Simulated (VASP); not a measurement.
# BaTiO3 (Pm-3m) in VASP: single point with r2SCAN

Aim: the single point of BaTiO3 with r2SCAN.

Everything below comes from runs of VASP 6.6.1. Logs are shortened: lines on timing, memory, paths and dates and some standing lists are left out, and cuts for length are marked.

**1. The cell of the first run**

Symmetry: Pm-3m, No. 221, cubic system. Conventional cell: a = 4.054 Å, b = 4.054 Å, c = 4.054 Å, α = 90.00°, β = 90.00°, γ = 90.00°. Ba (site symmetry m-3m) has 12 O at 2.87 Å and 8 Ti at 3.51 Å within 3.8 Å. Ti (site symmetry m-3m) has 6 O at 2.03 Å within 2.7 Å. Within 2.7 Å of O (site symmetry 4/mmm) lie 2 Ti at 2.03 Å. Within 2.7 Å of O (site symmetry 4/mmm) lie 2 Ti at 2.03 Å.

**2. Single point, r2SCAN**

POSCAR reads:

```
BaTiO3
1.0
   -4.0539234400      0.0000000000     -4.0539234400
    0.0000000000     -4.0539234400      0.0000000000
   -4.0539234400      0.0000000000      4.0539234400
Ba Ti O
2 2 6
Direct
    0.0000000000      0.0000000000      0.0000000000
    0.5000000000      0.0000000000      0.5000000000
    0.0000000000      0.5000000000      0.5000000000
    0.5000000000      0.5000000000      0.0000000000
    0.7500000000      0.5000000000      0.2500000000
    0.2500000000      0.5000000000      0.7500000000
    0.0000000000      0.0000000000      0.5000000000
    0.5000000000      0.0000000000      0.0000000000
    0.7500000000      0.5000000000      0.7500000000
    0.2500000000      0.5000000000      0.2500000000
```

INCAR.step1 reads:

```
SYSTEM = BaTiO3
ALGO = Normal
EDIFF = 1E-4
ENCUT = 520
GGA = PE
ISMEAR = -1
LASPH = .TRUE.
LCHARG = .FALSE.
LREAL = .FALSE.
LWAVE = .TRUE.
NBANDS = 51
NELM = 60
PREC = Accurate
SIGMA = 0.0243
```

INCAR.step2 reads:

```
SYSTEM = BaTiO3
ALGO = Normal
EDIFF = 1E-6
ENCUT = 520
ISIF = 2
ISMEAR = -1
ISTART = 1
LASPH = .TRUE.
LCHARG = .FALSE.
LMIXTAU = .TRUE.
LREAL = .FALSE.
LWAVE = .FALSE.
METAGGA = R2SCAN
NBANDS = 51
NELM = 60
PREC = Accurate
SIGMA = 0.0243
```

KPOINTS reads:

```
k-points
0
G
  5 6 5
  0 0 0
```

Potentials or basis: VASP PAW PBE potentials, release 64 (Ba_sv, Ti_sv, O).

Run with:

```
> cat potpaw_PBE.64/Ba_sv/POTCAR potpaw_PBE.64/Ti_sv/POTCAR potpaw_PBE.64/O/POTCAR > POTCAR
> cp INCAR.step1 INCAR
> mpirun -np 1 vasp_std > vasp.out
> cp INCAR.step2 INCAR
> mpirun -np 1 vasp_std > vasp.out
```

OUTCAR:

```text
SYSTEM = BaTiO3
   EDIFF = 1E-6
   ENCUT = 520
   ISIF = 2
   ISMEAR = -1
   ISTART = 1
   LASPH = .TRUE.
   LREAL = .FALSE.
   METAGGA = R2SCAN
   NELM = 60
   PREC = Accurate

 ion  position               nearest neighbor table
   1  0.000  0.000  0.000-   5 2.87   6 2.87   7 2.87   8 2.87   9 2.87  10 2.87   7 2.87   5 2.87
                             6 2.87   9 2.87  10 2.87   8 2.87   4 3.51   3 3.51   3 3.51   3 3.51
   2  0.500  0.000  0.500-   5 2.87   6 2.87   7 2.87   8 2.87   9 2.87  10 2.87   8 2.87   5 2.87
                             6 2.87   9 2.87  10 2.87   7 2.87   4 3.51   4 3.51   3 3.51   3 3.51
   3  0.000  0.500  0.500-   5 2.03   6 2.03   7 2.03   9 2.03  10 2.03   7 2.03   1 3.51   1 3.51
                             1 3.51   2 3.51   2 3.51   1 3.51   2 3.51   2 3.51
   4  0.500  0.500  0.000-   5 2.03   6 2.03   8 2.03   9 2.03  10 2.03   8 2.03   1 3.51   2 3.51
                             1 3.51   2 3.51   2 3.51   2 3.51   1 3.51   1 3.51
   5  0.750  0.500  0.250-   3 2.03   4 2.03   1 2.87   2 2.87   1 2.87   2 2.87
   6  0.250  0.500  0.750-   3 2.03   4 2.03   1 2.87   2 2.87   1 2.87   2 2.87
   7  0.000  0.000  0.500-   3 2.03   3 2.03   1 2.87   1 2.87   2 2.87   2 2.87
   8  0.500  0.000  0.000-   4 2.03   4 2.03   1 2.87   2 2.87   2 2.87   1 2.87
   9  0.750  0.500  0.750-   3 2.03   4 2.03   1 2.87   2 2.87   1 2.87   2 2.87
  10  0.250  0.500  0.250-   3 2.03   4 2.03   1 2.87   2 2.87   1 2.87   2 2.87

  LATTYP: Found a simple tetragonal cell.
 ALAT       =     5.7331135097
 C/A-ratio  =     0.7071067812

  Lattice vectors:

 A1 = (   4.0539234400,   0.0000000000,   4.0539234400)
 A2 = (  -4.0539234400,   0.0000000000,   4.0539234400)
 A3 = (   0.0000000000,  -4.0539234400,   0.0000000000)

Analysis of symmetry for initial positions (statically):
=====================================================================
 Subroutine PRICEL returns following result:

  LATTYP: Found a simple cubic cell.
 ALAT       =     4.0539234400

  Lattice vectors:

 A1 = (   0.0000000000,   0.0000000000,  -4.0539234400)
 A2 = (   0.0000000000,  -4.0539234400,   0.0000000000)
 A3 = (  -4.0539234400,   0.0000000000,   0.0000000000)

   2 primitive cells build up your supercell.

 Routine SETGRP: Setting up the symmetry group for a
 simple tetragonal supercell.

 Subroutine GETGRP returns: Found 16 space group operations
 (whereof 16 operations were pure point group operations)
 out of a pool of 16 trial point group operations.

The static configuration has the point symmetry D_4h.

Analysis of symmetry for dynamics (positions and initial velocities):
[... 135 lines left out ...]
   TEBEG  =    0.0;   TEEND  =   0.0 temperature during run
   PSTRESS=    0.0 pullay stress
   NELECT =      80.0000    total number of electrons
   NUPDOWN=      -1.0000    fix difference up-down
   EMIN   =  10.00;   EMAX   =-10.00  energy-range for DOS
   EFERMI =   0.00;   METHOD = LEGACY
   ISMEAR =    -1;   SIGMA  =   0.02  broadening in eV -4-tet -1-fermi 0-gaus
   EFERMI_NEDOS =   21; number of points for ismear=-14 and -15
   IALGO  =     38    algorithm
   IMIX   =      4    mixing-type and parameters
     AMIX     =   0.40;   BMIX     =  1.00
     AMIX_MAG =   1.60;   BMIX_MAG =  1.00
  volume/ion in A,a.u.               =      13.32        89.92
  Fermi-wavevector in a.u.,A,eV,Ry     =   1.381081  2.609865 25.951561  1.907386
  Thomas-Fermi vector in A             =   2.505899
   LORBIT       =      0    0 simple, 1 ext, 2 COOP (PROOUT), +10 PAW based schemes
   METAGGA = R2SCAN    functional components
   LHFCALC =     F    Hartree Fock is set to
   AEXX    =    0.0000 exact exchange contribution
   IVDW    =     0    specifies the selected vdW correction
   LEPSILON=     F    determine dielectric tensor
   LRPA    =     F    only Hartree local field effects (RPA)
 non-spin polarized calculation
  energy-cutoff  :      520.00
  volume of cell :      133.25
 maximum number of plane-waves:      3656
 NGX is ok and might be reduce to    48
   NGX = 21   NGY = 15   NGZ = 21

 number of electron      80.0000017 magnetization

 Free energy of the ion-electron system (eV)
  ---------------------------------------------------
  ext. energy  EPLUGINS =         0.00000000
  ---------------------------------------------------
  free energy    TOTEN  =      -148.39710880 eV

  energy without entropy =     -148.39710880  energy(sigma->0) =     -148.39710880

 E-fermi :   3.8726     XC(G=0): -11.7026

 val. band max:        3.2416838255   @ k =   0.0000   0.5000   0.0000
 cond. band min:       5.2839357637   @ k =   0.0000   0.0000   0.0000
 fundamental gap:      2.0422519382
 Fermi energy:         3.8725639613

 k-point     1 :       0.0000    0.0000    0.0000
  band No.  band energies     occupation
      1     -55.8173      2.00000
      2     -55.8155      2.00000
      3     -30.9981      2.00000
      4     -30.9981      2.00000
      5     -30.9541      2.00000
      6     -30.9532      2.00000
[... 1285 lines left out ...]
     50      10.9095      0.00000
     51      11.4297      0.00000

------------------------ aborting loop because EDIFF is reached ----------------------------------------

  FORCE on cell =-STRESS in cart. coord.  units (eV):
  Direction    XX          YY          ZZ          XY          YZ          ZX
  --------------------------------------------------------------------------------------
  -------------------------------------------------------------------------------------
  Total       -4.6437893     -4.6537440     -4.6437893      0.0000000     -0.0000000      0.0000000
  in kB      -55.8375638    -55.9572611    -55.8375638      0.0000000     -0.0000000      0.0000000
  external PRESSURE =     -55.8774629 kB  Pullay stress =       0.0000000 kB

 VOLUME and BASIS-vectors are now :
 -----------------------------------------------------------------------------
  energy-cutoff  :      520.00
  volume of cell :      133.25
      direct lattice vectors                 reciprocal lattice vectors
    -4.053923440  0.000000000 -4.053923440    -0.123337307  0.000000000 -0.123337307
     0.000000000 -4.053923440  0.000000000     0.000000000 -0.246674614  0.000000000
    -4.053923440  0.000000000  4.053923440    -0.123337307  0.000000000  0.123337307

 POSITION                                       TOTAL-FORCE (eV/Angst)
 -----------------------------------------------------------------------------------
      0.00000      0.00000      0.00000        -0.000000     -0.000000      0.000000
     -4.05392      0.00000      0.00000        -0.000000     -0.000000      0.000000
     -2.02696     -2.02696      2.02696         0.000000      0.000000     -0.000000
     -2.02696     -2.02696     -2.02696         0.000000     -0.000000     -0.000000
     -4.05392     -2.02696     -2.02696        -0.000000     -0.000000      0.000000
     -4.05392     -2.02696      2.02696        -0.000000     -0.000000     -0.000000
     -2.02696      0.00000      2.02696        -0.000000     -0.000000     -0.000000
     -2.02696      0.00000     -2.02696        -0.000000     -0.000000      0.000000
     -6.08089     -2.02696      0.00000        -0.000000     -0.000000      0.000000
     -2.02696     -2.02696      0.00000        -0.000000     -0.000000      0.000000
 -----------------------------------------------------------------------------------
    total drift:                               -0.000000     -0.000000      0.000000

  FREE ENERGIE OF THE ION-ELECTRON SYSTEM (eV)
  ---------------------------------------------------
  free  energy   TOTEN  =      -148.3971087998 eV

  energy  without entropy=     -148.3971087998  energy(sigma->0) =     -148.39710880
```

OUTCAR.step1:

```text
SYSTEM = BaTiO3
   EDIFF = 1E-4
   ENCUT = 520
   GGA = PE
   ISMEAR = -1
   LASPH = .TRUE.
[... 1560 lines left out ...]
     -2.02696      0.00000     -2.02696         0.000000     -0.000000      0.000000
     -6.08089     -2.02696      0.00000         0.000000      0.000000      0.000000
     -2.02696     -2.02696      0.00000        -0.000000      0.000000     -0.000000
 -----------------------------------------------------------------------------------
    total drift:                               -0.000000     -0.000000      0.000000

  FREE ENERGIE OF THE ION-ELECTRON SYSTEM (eV)
  ---------------------------------------------------
  free  energy   TOTEN  =       -79.9584366860 eV

  energy  without entropy=      -79.9584366860  energy(sigma->0) =      -79.95843669
```

Wall time 5.2 min (1 thread of Intel Xeon 6975P-C (Granite Rapids), shared host); peak memory 0.35 GiB.

Results:

```
Free energy            : -148.3971 eV
Pressure               : -5.6 GPa
Band gap on the k mesh : 2.04 eV
```

Levels at points of the mesh, in eV from the valence-band top:
```csv
k point,band 38,band 39,band 40,band 41,band 42,band 43
"(0.00, 0.00, 0.00)",-0.19,-0.19,-0.08,2.04,2.04,2.04
"(0.00, 0.50, 0.00)",0.00,0.00,0.00,2.18,3.64,3.64
```

Caveat: the PAW data sets were made with another functional, which shifts forces and pressure a little; spin-orbit coupling is left out, which moves the levels of the heavy elements.
